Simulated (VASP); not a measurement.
Set up this calculation in VASP 6.6.1, as the native input.

* Task: single point
* Functional: PBEsol
* Potentials or basis: VASP PAW PBE potentials, release 64 (Li_sv, Se)
* Cutoff: 750 eV
* k mesh: 8 × 8 × 8
* Occupations: gaussian, width 0.01 eV
* Spin: no spin polarisation
* Dipole correction: no
* Further INCAR settings: ALGO = Normal; EDIFF = 1e-06; NBANDS = 13

The structure of Li2Se lies in POSCAR:

```
Li2Se
1.0
    2.9723716276      2.9723716276      0.0000000000
   -2.9723716276      2.9723716276      0.0000000000
    0.0000000000      2.9723716276      2.9723716276
Li Se
2 1
Direct
    0.2500000000      0.7500000000      0.5000000000
    0.7500000000      0.2500000000      0.5000000000
    0.0000000000      0.0000000000      0.0000000000
```

The input as run:

INCAR

```
SYSTEM = Li2Se
PREC = Accurate ; ENCUT = 750
EDIFF = 1E-6 ; ISMEAR = 0
SIGMA = 0.01 ; LREAL = .False.
LASPH = .True. ; NELM = 120
ALGO = Normal ; ISIF = 2
LWAVE = .False. ; LCHARG = .False.
GGA = PS ; NBANDS = 13
GGA_COMPAT = .False.
```

KPOINTS

```
Automatic mesh
0
Gamma
  8 8 8
  0 0 0
```

Potentials or basis: VASP PAW PBE potentials, release 64 (Li_sv, Se).

Run with:

```bash
$ cat potpaw_PBE.64/Li_sv/POTCAR potpaw_PBE.64/Se/POTCAR > POTCAR
$ mpirun -np 1 vasp_std > vasp.out
```

Results of the run:

```
Pressure               : 0.0 GPa
Band gap on the k mesh : 2.81 eV, indirect (least direct gap 3.36 eV)
```

Caveat: the PAW data sets were made with another functional, which shifts forces and pressure a little.

It took 53 s on 1 thread of Intel(R) Xeon(R) Platinum 8375C CPU @ 2.90GHz (Ice Lake) (shared host), peak memory 0.24 GiB.
